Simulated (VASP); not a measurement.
A run of VASP 6.6.1:

File INCAR:

```
SYSTEM = ScF3
  PREC = Accurate
  ENCUT = 520
  EDIFF = 1E-8
  ISMEAR = -1
  SIGMA = 0.02
  LREAL = .FALSE.
  LASPH = .TRUE.
  NELM = 80
  ALGO = Normal
  ISIF = 2
  LWAVE = .FALSE.
  LCHARG = .FALSE.
  LEFG = .TRUE.
  NBANDS = 24
```

The input KPOINTS:

```
regular mesh
0
G
  6 6 6
  0 0 0
```

The input POSCAR:

```
ScF3
1.0
    4.0124500000      0.0000000000      0.0000000000
    0.0000000000      4.0124500000      0.0000000000
    0.0000000000      0.0000000000      3.9723255000
Sc F
1 3
Direct
    0.0000000000      0.0000000000      0.0000000000
    0.5000000000      0.0000000000      0.0000000000
    0.0000000000      0.5000000000      0.0000000000
    0.0000000000      0.0000000000      0.5000000000
```

Potentials or basis: VASP PAW LDA potentials, release 64 (Sc_sv, F).

The run is started by

```sh
$ cat potpaw_LDA.64/Sc_sv/POTCAR potpaw_LDA.64/F/POTCAR > POTCAR
$ mpirun -np 1 vasp_std > vasp.out
```

Hardware: 1 thread of Intel Xeon 6975P-C (shared host).

**Question.** How long does it take, and how much memory?

**Answer.** Wall time 58 s on 1 thread of Intel Xeon 6975P-C (shared host), peak memory 0.18 GiB. Counts: scf iterations 16, k points 40.
